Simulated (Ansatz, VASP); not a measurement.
**Be3S2 in VASP and in Ansatz**

```xyz
5
Lattice="-1.6886 3.8733 3.0719 1.6886 -3.8733 3.0719 1.6886 3.8733 -3.0719" Properties=species:S:1:pos:R:3 pbc="T T T"
Be    0.0000    3.8733    0.1877
Be    1.6886    2.6181   -0.5630
Be    0.0000    1.2552    2.5088
S     0.0000    5.8448    0.4673
S     0.0000    1.9017    0.4673
```

Alike in both runs: functional PBE; k mesh 12 × 12 × 12; occupations gaussian, width 0.1 eV; no spin polarisation.

Ansatz relaxed the structure, and its values are those at the end. VASP's run is a single point on that final structure, the one shown.

|  | VASP | Ansatz |
| --- | --- | --- |
| version | VASP 6.6.1 | Ansatz 0.2.0 |
| potentials or method | VASP PAW PBE potentials, release 64 (Be, S), cutoff 520 eV | scalar-relativistic, plane waves, PAW |
| valence electrons in the cell | 18 | 18 |

```csv
,VASP,Ansatz,Ansatz less VASP
gap on the k mesh at the Fermi level (eV),none,none,-
pressure (GPa),0.0,0.0,+0.01
rms of the force components (eV/Å),0.002,0.004,+0.0023
```

A gap of «none» marks a metal or a gap that the smearing closes.
